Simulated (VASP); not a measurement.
**YSiNi4: single point with LDA**

The system is YSiNi4.

```xyz
6
Lattice="2.4722 -3.9975 0.0000 2.4722 3.9975 0.0000 0.0000 0.0000 3.8646" Properties=species:S:1:pos:R:3 pbc="T T T"
Y     0.0000    0.0000    0.0000
Si    2.4722    0.0000    1.9323
Ni    2.4722    1.2756    0.0000
Ni    2.4722   -1.2756    0.0000
Ni    1.2361   -1.9987    1.9323
Ni    1.2361    1.9987    1.9323
```

```
Program                : VASP 6.6.1
Task                   : single point
Functional             : LDA
Potentials or basis    : VASP PAW LDA potentials, release 64 (Y_sv, Si, Ni)
Cutoff                 : 520 eV
k mesh                 : 8 × 8 × 10
Occupations            : gaussian, width 0.1 eV
Spin                   : no spin polarisation
Dipole correction      : no
Further INCAR settings : ALGO = Fast; EDIFF = 1e-07; NBANDS = 36
```

```
Pressure      : 0.2 GPa
Largest force : 0.004 eV/Å
```

Forces in eV/Å, atoms in the order of the input:
```
Y    0.000  0.000  0.000
Si   0.000  0.000  0.000
Ni   0.000  0.004  0.000
Ni   0.000 -0.004  0.000
Ni   0.000  0.000  0.000
Ni   0.000  0.000  0.000
```

Stress tensor (GPa, compression positive):
```
0.14 0.00 0.00
0.00 0.08 0.00
0.00 0.00 0.24
```

Levels at points of the mesh, in eV from the Fermi level:
```tsv
k point	band 23	band 24	band 25	band 26	band 27	band 28	band 29	band 30	band 31	band 32
(0.00, 0.00, 0.00)	-0.95	-0.82	-0.38	-0.26	-0.19	-0.15	0.28	0.87	1.60	2.54
(0.50, 0.00, 0.00)	-1.16	-1.03	-1.00	-0.94	-0.67	-0.50	1.21	2.20	3.10	4.03
(0.50, 0.50, 0.00)	-1.21	-1.17	-1.02	-0.80	-0.14	0.68	0.80	1.95	2.39	2.93
(0.00, 0.00, 0.50)	-1.12	-0.99	-0.91	-0.63	-0.63	-0.38	-0.17	-0.01	0.85	3.83
(0.50, 0.00, 0.50)	-1.16	-1.14	-0.99	-0.94	-0.66	-0.59	0.72	0.97	1.89	2.90
(0.50, 0.50, 0.50)	-1.22	-0.80	-0.76	-0.67	-0.26	-0.19	0.85	0.87	1.16	3.73
```

Run time: 13 min on 1 thread of Intel(R) Xeon(R) Platinum 8488C (Sapphire Rapids), with other jobs on the host, peak memory 0.43 GiB.

Spin polarisation is off, so any magnetic state and its effect on volume and gap are missing.
